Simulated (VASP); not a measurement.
Set up this calculation in VASP 6.6.1, as the native input.

```yaml
Task: single point
Functional: PBE
Potentials_or_basis: VASP PAW PBE potentials, release 64 (Ba_sv, Zr_sv, O)
Cutoff: 520 eV
k_mesh: 5 × 5 × 5
Occupations: gaussian, width 0.01 eV
Spin: no spin polarisation
Dipole_correction: no
Further_INCAR_settings: ALGO = Normal; EDIFF = 1e-07; NBANDS = 28
```

The structure of BaZrO3 lies in POSCAR:

```
BaZrO3
1.0
    4.0838219867      0.0000000000      0.0000000000
    0.0000000000      4.0838219867      0.0000000000
    0.0000000000      0.0000000000      4.0838219867
Ba Zr O
1 1 3
Direct
    0.0000000000      0.0000000000      0.0000000000
    0.5000000000      0.5000000000      0.5000000000
    0.0000000000      0.5000000000      0.5000000000
    0.5000000000      0.0000000000      0.5000000000
    0.5000000000      0.5000000000      0.0000000000
```

These files were run (other wordings do the same):

INCAR

```
ALGO = Normal ; EDIFF = 1E-7
ENCUT = 520 ; GGA = PE
ISIF = 2 ; ISMEAR = 0
LASPH = True ; LCHARG = False
LREAL = False ; LWAVE = False
NBANDS = 28 ; NELM = 100
PREC = Accurate ; SIGMA = 0.01
```

KPOINTS

```
k-points
0
Gamma
  5 5 5
```

Potentials or basis: VASP PAW PBE potentials, release 64 (Ba_sv, Zr_sv, O).

Run with:

```sh
$ cat potpaw_PBE.64/Ba_sv/POTCAR potpaw_PBE.64/Zr_sv/POTCAR potpaw_PBE.64/O/POTCAR > POTCAR
$ mpirun -np 1 vasp_std > vasp.out
```

Results of the run:

The pressure is 20.9 GPa and the band gap on the k mesh is 3.46 eV, direct.

Caveat: spin-orbit coupling is left out, which moves the levels of the heavy elements.

Wall time 19 s on 1 thread of AMD EPYC 7R43 64-Core Processor (Zen 3), on a shared host, peak memory 0.14 GiB.
